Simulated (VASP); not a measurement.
Input of a VASP 6.6.1 run:

INCAR

```
PREC = Accurate
ENCUT = 520
EDIFF = 1E-7
ISMEAR = 0
SIGMA = 0.15
LREAL = F
LASPH = T
NELM = 150
ALGO = Normal
ISIF = 2
LWAVE = F
LCHARG = T
ISPIN = 2
MAGMOM = 0.375
LORBIT = 11
NUPDOWN = 0.375
LMAXMIX = 4
GGA = CA
LELF = T
LVHAR = T
NBANDS = 15
```

KPOINTS

```
regular mesh
0
Gamma
  24 24 24
```

POSCAR

```
Ni
1.0
    0.0000000000      1.6024052366      1.6024052366
    1.6024052366      0.0000000000      1.6024052366
    1.6024052366      1.6024052366      0.0000000000
Ni
1
Direct
    0.0000000000      0.0000000000      0.0000000000
```

Potentials or basis: VASP PAW LDA potentials, release 64 (Ni).

The run is started by

```console
$ cat potpaw_LDA.64/Ni/POTCAR > POTCAR
$ mpirun -np 1 vasp_std > vasp.out
```

(1) Predict the pressure.

Answers

(1) 79.9 GPa.

Caveat: the cell stands under pressure; the total moment is fixed, so each spin has its own Fermi level and the state may be an excited one.
